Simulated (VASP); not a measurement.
Set up this calculation in VASP 6.6.1, as the native input.

```
Task                   : single point
Functional             : LDA
Potentials or basis    : VASP PAW LDA potentials, release 64 (Hf_pv, Pb_d, O)
Cutoff                 : 600 eV
k mesh                 : 8 × 8 × 8
Occupations            : gaussian, width 0.05 eV
Spin                   : no spin polarisation
Dipole correction      : no
Further INCAR settings : ALGO = Normal; EDIFF = 1e-06; NBANDS = 29
```

The structure of HfPbO3 lies in POSCAR:

```
HfPbO3
1.0
    4.1554810000     -0.1558305375      0.0000000000
   -0.1558305375      4.1554810000      0.0000000000
    0.0000000000      0.0000000000      4.1554810000
Hf Pb O
1 1 3
Direct
    0.5000000000      0.5000000000      0.5000000000
    0.0000000000      0.0000000000      0.0000000000
    0.0000000000      0.5000000000      0.5000000000
    0.5000000000      0.0000000000      0.5000000000
    0.5000000000      0.5000000000      0.0000000000
```

This cell differs from its parent crystal: strain -0.0750 x Voigt [0, 0, 0, 0, 0, 1].

One way to write it, as run:

INCAR

```
  ALGO = Normal
  EDIFF = 1E-6
  ENCUT = 600
  GGA = CA
  GGA_COMPAT = F
  ISIF = 2
  ISMEAR = 0
  LASPH = T
  LCHARG = T
  LELF = T
  LREAL = F
  LVHAR = T
  LWAVE = F
  NBANDS = 29
  NELM = 120
  PREC = Accurate
  SIGMA = 0.05
```

KPOINTS

```
k-points
0
Gamma
  8 8 8
```

Potentials or basis: VASP PAW LDA potentials, release 64 (Hf_pv, Pb_d, O).

Launch:

```sh
$ cat potpaw_LDA.64/Hf_pv/POTCAR potpaw_LDA.64/Pb_d/POTCAR potpaw_LDA.64/O/POTCAR > POTCAR
$ mpirun -np 1 vasp_std > vasp.out
```

Results of the run:

| Quantity | Value |
| --- | --- |
| Pressure | -9.9 GPa |
| Band gap on the k mesh | 2.01 eV (least direct gap 2.15 eV) |

Caveat: the cell differs from its parent crystal (strain -0.0750 x Voigt [0, 0, 0, 0, 0, 1]); the cell stands under tension; spin-orbit coupling is left out, which moves the levels of the heavy elements.

Run time: 4.2 min on 1 thread of Oxide Virtual Turin-like Processor (shared host), peak memory 0.33 GiB.
